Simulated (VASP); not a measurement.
Runs of VASP 6.6.1 on HfBr. The structure is that of space group Cmmm (No. 65), or close to it. The cells are those of the table. The cell was built from a structure type or drawn by symmetry, and may not be a known phase.

```csv
task,cell,k mesh,cutoff (eV),gap on the mesh (eV),pressure (GPa)
single point,"a = 3.421, b = 3.421, c = 4.734 Å, angles 90.0, 90.0, 125.3°, 2 atoms",6 × 6 × 4,520,none,(a)
relaxation of cell and atoms,"relaxed from a = 3.166, b = 3.166, c = 5.357 Å, angles 90.0, 90.0, 95.6°, 2 atoms",6 × 6 × 4,600,none,0.0
single point,"a = 3.166, b = 3.166, c = 5.357 Å, angles 90.0, 90.0, 95.6°, 2 atoms",6 × 6 × 4,520,none,-5.2
single point,"a = 3.436, b = 3.436, c = 4.735 Å, angles 90.0, 90.0, 125.5°, 2 atoms",20 × 20 × 12,520,none,-0.5
```

Alike in all rows: level PBE; potentials or basis VASP PAW PBE potentials, release 64 (Hf_pv, Br); no spin polarisation; smearing gaussian 0.1 eV.

Q: Estimate the missing entries.

A: (a) -0.4.

Caveats: some runs use coarse meshes; spin-orbit coupling is left out, which moves the levels of the heavy elements; an odd number of electrons without spin polarisation forces a metal; a magnetic or distorted state may lie lower; the cell stands under tension (at least some runs).

A k mesh can miss the band edges, and the runs leave out spin-orbit coupling on Br, Hf.

A gap of «none» marks levels without a gap at the run's occupations.
